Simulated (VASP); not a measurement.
# SiW (zincblende type): single point with PBE

SiW (zincblende type):

```xyz
2
Lattice="0.0000 2.0573 2.0573 2.0573 0.0000 2.0573 2.0573 2.0573 0.0000" Properties=species:S:1:pos:R:3 pbc="T T T"
W     0.0000    0.0000    0.0000
Si    1.0286    1.0286    1.0286
```

This cell differs from its parent crystal: volume scaled by 0.4.

```
Program                : VASP 6.6.1
Task                   : single point
Functional             : PBE
Potentials or basis    : VASP PAW PBE potentials, release 64 (W_sv, Si)
Cutoff                 : 520 eV
k mesh                 : 11 × 11 × 11
Occupations            : fermi-dirac, width 0.08 eV
Spin                   : no spin polarisation
Dipole correction      : no
Further INCAR settings : ALGO = Normal; EDIFF = 1e-07; NBANDS = 16
```

```json
{"Pressure": "542.1 GPa", "Band gap on the k mesh": "zero (band 9 reaches 19.73 eV, above the bottom of band 10 at 16.29 eV)"}
```

Levels at points of the mesh, in eV from the Fermi level:
```csv
k point,band 6,band 7,band 8,band 9,band 10,band 11,band 12,band 13
"(0.00, 0.00, 0.00)",-6.17,-6.17,-6.17,-2.11,-2.11,9.41,9.41,9.41
```

Run time: 7.6 s on 1 thread of Intel(R) Xeon(R) 6975P-C (Granite Rapids), with other jobs on the host, peak memory 0.15 GiB.

Caveat: spin-orbit coupling is left out, which moves the levels of the heavy elements.
